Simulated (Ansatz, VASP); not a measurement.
**One calculation of GeBr, two programs**

```
Ge Br
1.0
     3.34185    0.00000    0.00000
    -1.67093    2.89413    0.00000
     0.00000    0.00000    5.37239
Ge Br
1 1
Direct
  0.00000 0.00000 0.00000
  0.00000 0.00000 0.50000
```

Alike in both runs: functional PBE; k mesh 6 × 6 × 4; occupations gaussian, width 0.1 eV; no spin polarisation.

Ansatz relaxed the structure, and its values are those at the end. VASP's run is a single point on that final structure, the one shown.

|  | VASP | Ansatz |
| --- | --- | --- |
| version | VASP 6.6.1 | Ansatz 0.2.0 |
| potentials or method | VASP PAW PBE potentials, release 64 (Ge_d, Br), cutoff 520 eV | scalar-relativistic, plane waves, PAW |
| valence electrons in the cell | 21 | 21 |

Ansatz gave:

```
gap on the k mesh at the Fermi level (eV) : none
pressure (GPa)                            : 0.0
```

**Question.** Which values does VASP return?

**Answer.** gap on the k mesh at the Fermi level (eV): none; pressure (GPa): 0.1.

A gap of «none» marks a metal or a gap that the smearing closes.

The k mesh is coarse, so the values compare programs but aren't converged.
